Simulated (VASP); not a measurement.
Write the native input for VASP 6.6.1 that does the following.

| Quantity | Value |
| --- | --- |
| Task | single point |
| Functional | r2SCAN |
| Potentials or basis | VASP PAW PBE potentials, release 64 (C) |
| Cutoff | 520 eV |
| k mesh | 12 × 12 × 12 |
| Occupations | gaussian, width 0.05 eV |
| Spin | no spin polarisation |
| Dipole correction | no |
| Further INCAR settings | ALGO = Normal; EDIFF = 1e-06; NBANDS = 11 |

Crystal: C.

```
C
1.0
     0.00000    1.81015    1.83690
     1.81015    0.00000    1.83690
     1.81015    1.81015    0.00000
C
2
Direct
  0.50000 0.50000 0.50000
  0.75000 0.75000 0.75000
```

This cell differs from its parent crystal: strain +0.015 along x and y, +0.030 along z.

One way to write it, as run:

POSCAR

```
C
1.0
    0.0000000000      1.8101510000      1.8369020000
    1.8101510000      0.0000000000      1.8369020000
    1.8101510000      1.8101510000      0.0000000000
C
2
Direct
    0.5000000000      0.5000000000      0.5000000000
    0.7500000000      0.7500000000      0.7500000000
```

INCAR.step1

```
SYSTEM = C
PREC = Accurate ; ENCUT = 520
ISMEAR = 0 ; SIGMA = 0.05
LREAL = .False. ; LASPH = .True.
NELM = 80 ; NBANDS = 11
GGA = PE ; ALGO = Normal
EDIFF = 1E-4 ; LWAVE = .True.
LCHARG = .False.
```

INCAR.step2

```
SYSTEM = C
PREC = Accurate ; ENCUT = 520
EDIFF = 1E-6 ; ISMEAR = 0
SIGMA = 0.05 ; LREAL = .False.
LASPH = .True. ; NELM = 80
ALGO = Normal ; ISIF = 2
LWAVE = .False. ; LCHARG = .True.
METAGGA = R2SCAN ; LMIXTAU = .True.
LELF = .True. ; LVHAR = .True.
NBANDS = 11 ; ISTART = 1
```

KPOINTS

```
Automatic mesh
0
Gamma
  12 12 12
  0 0 0
```

Potentials or basis: VASP PAW PBE potentials, release 64 (C).

Run with:

```bash
$ cat potpaw_PBE.64/C/POTCAR > POTCAR
$ cp INCAR.step1 INCAR
$ mpirun -np 1 vasp_std > vasp.out
$ cp INCAR.step2 INCAR
$ mpirun -np 1 vasp_std > vasp.out
```

Results of the run:

```json
{
 "Pressure": "-25.0 GPa",
 "Band gap on the k mesh": "4.02 eV (least direct gap 5.54 eV)"
}
```

Caveat: the cell differs from its parent crystal (strain +0.015 along x and y, +0.030 along z); the cell stands under tension; the PAW data sets were made with another functional, which shifts forces and pressure a little.

Wall time 64 s on 1 thread of Intel Xeon 8259CL (shared host), peak memory 0.13 GiB.
